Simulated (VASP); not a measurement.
# Si (Fd-3m) in VASP: elastic constants with revPBE

Aim: the elastic constants of Si with revPBE.

Everything below comes from runs of VASP 6.6.1. Logs are shortened: lines on timing, memory, paths and dates and some standing lists are left out, and cuts for length are marked.

### 1 The cell of the first run

The structure is cubic, space group Fd-3m (No. 227). Conventional cell: a = 5.427 Å, b = 5.427 Å, c = 5.427 Å, α = 90.00°, β = 90.00°, γ = 90.00°. Si (site symmetry -43m) has 4 Si at 2.35 Å within 3.1 Å.

### 2 Elastic constants, revPBE

Contents of INCAR:

```
SYSTEM = Si
PREC = Accurate
ENCUT = 500
EDIFF = 1E-8
ISMEAR = 0
SIGMA = 0.01
LREAL = .False.
LASPH = .True.
NELM = 120
ALGO = Normal
ISIF = 3
LWAVE = .False.
LCHARG = .False.
GGA = RE
NBANDS = 11
IBRION = 6
NFREE = 2
POTIM = 0.015
NSW = 1
GGA_COMPAT = .False.
```

Contents of KPOINTS:

```
regular mesh
0
Gamma
  7 7 7
  0 0 0
```

Contents of POSCAR:

```
Si
1.0
    0.0000000000      2.7135600000      2.7135600000
    2.7135600000      0.0000000000      2.7135600000
    2.7135600000      2.7135600000      0.0000000000
Si
2
Direct
    0.7500000000      0.7500000000      0.7500000000
    0.5000000000      0.5000000000      0.5000000000
```

Potentials or basis: VASP PAW PBE potentials, release 64 (Si).

Started as:

```bash
$ cat potpaw_PBE.64/Si/POTCAR > POTCAR
$ mpirun -np 1 vasp_std > vasp.out
```

OUTCAR:

```text
SYSTEM = Si
   PREC = Accurate
   ENCUT = 500
   EDIFF = 1E-8
   ISMEAR = 0
   LREAL = .False.
   LASPH = .True.
   NELM = 120
   ISIF = 3
   GGA = RE
   IBRION = 6
   NFREE = 2
   POTIM = 0.015
   NSW = 1

 ion  position               nearest neighbor table
   1  0.750  0.750  0.750-   2 2.35   2 2.35   2 2.35   2 2.35
   2  0.500  0.500  0.500-   1 2.35   1 2.35   1 2.35   1 2.35

  LATTYP: Found a face centered cubic cell.
 ALAT       =     5.4271200000

  Lattice vectors:

 A1 = (   0.0000000000,   2.7135600000,   2.7135600000)
 A2 = (   2.7135600000,   0.0000000000,   2.7135600000)
 A3 = (   2.7135600000,   2.7135600000,   0.0000000000)

Analysis of symmetry for initial positions (statically):
=====================================================================
 Subroutine PRICEL returns:
 Original cell was already a primitive cell.

 Routine SETGRP: Setting up the symmetry group for a
 face centered cubic supercell.

 Subroutine GETGRP returns: Found 48 space group operations
 (whereof 24 operations were pure point group operations)
 out of a pool of 48 trial point group operations.

The static configuration has the point symmetry T_d .
 The point group associated with its full space group is O_h .

Analysis of symmetry for dynamics (positions and initial velocities):
=====================================================================
 Subroutine PRICEL returns:
 Original cell was already a primitive cell.

 Routine SETGRP: Setting up the symmetry group for a
 face centered cubic supercell.

 Subroutine GETGRP returns: Found 48 space group operations
 (whereof 24 operations were pure point group operations)
 out of a pool of 48 trial point group operations.

The dynamic configuration has the point symmetry T_d .
 The point group associated with its full space group is O_h .

[... 347 lines left out ...]
      5       8.4279      0.00000
      6       8.4696      0.00000
      7       8.5128      0.00000
      8       9.3931      0.00000
      9      13.5787      0.00000
     10      13.5802      0.00000
     11      14.0166      0.00000
[... 309 lines left out ...]
 k-point    24 :       0.0000    0.1429    0.1429
  band No.  band energies     occupation
      1      -5.6956      2.00000
      2       4.2915      2.00000
      3       4.8854      2.00000
      4       4.9725      2.00000
      5       7.8034      0.00000
      6       9.8678      0.00000
      7       9.8947      0.00000
      8      10.4128      0.00000
      9      12.3890      0.00000
     10      13.9743      0.00000
     11      15.3825      0.00000

 [... further k-points ...]
[... 5 lines left out ...]
  --------------------------------------------------------------------------------------
  -------------------------------------------------------------------------------------
  Total        0.8056837      0.8095016      0.8095016      0.0000000      0.1527996      0.0000000
  in kB       32.3018101     32.4548821     32.4548821      0.0000000      6.1261079      0.0000000
  external PRESSURE =      32.4038581 kB  Pullay stress =       0.0000000 kB
[... 17 lines left out ...]
  FREE ENERGIE OF THE ION-ELECTRON SYSTEM (eV)
  ---------------------------------------------------
  free  energy   TOTEN  =       -10.4074516943 eV

  energy  without entropy=      -10.4074516943  energy(sigma->0) =      -10.40745169

 INTERNAL STRAIN TENSORS FROM STRAINED CELLS
 ============================================

 INTERNAL STRAIN TENSOR FOR ION    1 for displacements in x,y,z  (eV/Angst):
          X           Y           Z          XY          YZ          ZX
  --------------------------------------------------------------------------------
  x    -0.00000     0.00000    -0.00000    -0.00000   -10.19379     0.00000
  y    -0.00000    -0.00000    -0.00000    -0.00000     0.00000   -10.19370
  z    -0.00000    -0.00000     0.00000   -10.19369    -0.00000     0.00000

 INTERNAL STRAIN TENSORS FROM DISPLACED ATOMS
 ============================================

 INTERNAL STRAIN TENSOR FOR ION    1 for displacements in x,y,z  (eV/Angst):
          X           Y           Z          XY          YZ          ZX
  --------------------------------------------------------------------------------
  x     0.00000     0.00000     0.00000     0.00000   -10.18846     0.00000
  y     0.00000     0.00000     0.00000     0.00000     0.00000   -10.18846
  z     0.00000     0.00000     0.00000   -10.18846     0.00000     0.00000

 INTERNAL STRAIN TENSOR FOR ION    2 for displacements in x,y,z  (eV/Angst):
          X           Y           Z          XY          YZ          ZX
  --------------------------------------------------------------------------------
  x     0.00000    -0.00000    -0.00000     0.00000    10.18846     0.00000
  y    -0.00000     0.00000    -0.00000     0.00000     0.00000    10.18846
  z    -0.00000    -0.00000     0.00000    10.18846     0.00000     0.00000

 Eigenvectors and eigenvalues of the dynamical matrix
 ----------------------------------------------------

   1 f  =   15.511025 THz    97.458645 2PiTHz  517.392105 cm-1    64.148417 meV
             X         Y         Z           dx          dy          dz
      4.070340  4.070340  4.070340     0.000000   -0.707107    0.000000
      2.713560  2.713560  2.713560     0.000000    0.707107    0.000000
[... 21 lines left out ...]
   6 f  =    0.000000 THz     0.000000 2PiTHz    0.000000 cm-1     0.000000 meV
             X         Y         Z           dx          dy          dz
      4.070340  4.070340  4.070340     0.000000    0.000000    0.707107
      2.713560  2.713560  2.713560     0.000000    0.000000    0.707107

--------------------------------------------------------------------------------------------------------

 ELASTIC MODULI CONTR FROM IONIC RELAXATION (kBar)
 Direction    XX          YY          ZZ          XY          YZ          ZX
 --------------------------------------------------------------------------------
 XX          -0.0000     -0.0000     -0.0000      0.0000      0.0000      0.0000
 YY          -0.0000     -0.0000     -0.0000      0.0000      0.0000      0.0000
 ZZ          -0.0000     -0.0000     -0.0000      0.0000      0.0000      0.0000
 XY           0.0000      0.0000      0.0000   -301.0618      0.0000      0.0000
 YZ           0.0000      0.0000      0.0000      0.0000   -301.0618      0.0000
 ZX           0.0000      0.0000      0.0000      0.0000      0.0000   -301.0618
 --------------------------------------------------------------------------------

 TOTAL ELASTIC MODULI (kBar)
 Direction    XX          YY          ZZ          XY          YZ          ZX
 --------------------------------------------------------------------------------
 XX        1615.4756    646.6371    646.6371     -0.0000     -0.0000     -0.0000
 YY         646.6371   1615.4756    646.6371      0.0000      0.0000     -0.0000
 ZZ         646.6371    646.6371   1615.4756      0.0000      0.0000     -0.0000
 XY          -0.0000      0.0000      0.0000    770.4702      0.0000      0.0000
 YZ          -0.0000      0.0000      0.0000      0.0000    770.4702      0.0000
 ZX          -0.0000     -0.0000     -0.0000      0.0000      0.0000    770.4702
 --------------------------------------------------------------------------------
```

OSZICAR:

```text
N       E                     dE             d eps       ncg     rms          rms(c)
DAV:   1     0.719716946447E+01    0.71972E+01   -0.33283E+03   440   0.576E+02
DAV:   2    -0.100759355834E+02   -0.17273E+02   -0.16619E+02   610   0.859E+01
DAV:   3    -0.105576662735E+02   -0.48173E+00   -0.47942E+00   539   0.122E+01
[... 168 lines left out ...]
DAV:   2    -0.104074788156E+02   -0.59554E-03   -0.62877E-03  1755   0.486E-01    0.813E-02
DAV:   3    -0.104074523075E+02    0.26508E-04   -0.15704E-04  1627   0.781E-02    0.112E-02
DAV:   4    -0.104074523851E+02   -0.77651E-07   -0.17869E-05  1757   0.252E-02    0.352E-03
DAV:   5    -0.104074516782E+02    0.70688E-06   -0.22881E-06  1666   0.794E-03    0.985E-04
DAV:   6    -0.104074516962E+02   -0.18009E-07   -0.47547E-07  1713   0.369E-03    0.557E-04
DAV:   7    -0.104074516943E+02    0.19774E-08   -0.47888E-08  1648   0.114E-03
  15 F= -.10407452E+02 E0= -.10407452E+02  d E =-.479941E-34
```

Run time: 2.6 min. Hardware: 1 thread of Intel Xeon 6975P-C, shared host; peak memory 0.2 GiB.

Results:

```
Elastic constants C11, C12, C44 : 162, 65, 77 GPa
Voigt bulk modulus              : 97 GPa
Highest phonon frequency at Γ   : 517 cm⁻¹
```

Phonon frequencies in cm⁻¹ (negative: imaginary):
| q point | frequencies |
| --- | --- |
| (0.000, 0.000, 0.000) | 0 0 0 517 517 517 |

Elastic tensor in Voigt notation (GPa, in the Cartesian axes of the cell as first typed):
```
162  65  65   0   0   0
 65 162  65   0   0   0
 65  65 162   0   0   0
  0   0   0  77   0   0
  0   0   0   0  77   0
  0   0   0   0   0  77
```

Clamped-ion elastic tensor (GPa):
```
162  65  65   0   0   0
 65 162  65   0   0   0
 65  65 162   0   0   0
  0   0   0 107   0   0
  0   0   0   0 107   0
  0   0   0   0   0 107
```

Caveat: the cell is under stress, which shifts elastic constants; the PAW data sets were made with another functional, which shifts forces and pressure a little.
